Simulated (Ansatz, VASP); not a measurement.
Y3F in VASP and in Ansatz

```
Y F
1.0
     5.61441    0.00000    0.00000
     0.00000    5.61441    0.00000
     0.00000    0.00000    3.48006
Y F
3 1
Direct
  0.00000 0.50000 0.50000
  0.50000 0.00000 0.50000
  0.50000 0.50000 0.00000
  0.00000 0.00000 0.00000
```

Alike in both runs: functional PBE; k mesh 8 × 8 × 14; occupations gaussian, width 0.1 eV; no spin polarisation.

Ansatz relaxed the structure, and its values are those at the end. VASP's run is a single point on that final structure, the one shown.

|  | VASP | Ansatz |
| --- | --- | --- |
| version | VASP 6.6.1 | Ansatz 0.2.0 |
| potentials or method | VASP PAW PBE potentials, release 64 (Y_sv, F), cutoff 520 eV | scalar-relativistic, plane waves, PAW |
| valence electrons in the cell | 40 | 40 |

```tsv
	VASP	Ansatz	Ansatz less VASP
gap on the k mesh at the Fermi level (eV)	none	none	-
pressure (GPa)	-0.2	0.0	+0.16
```

A gap of «none» marks a metal or a gap that the smearing closes.
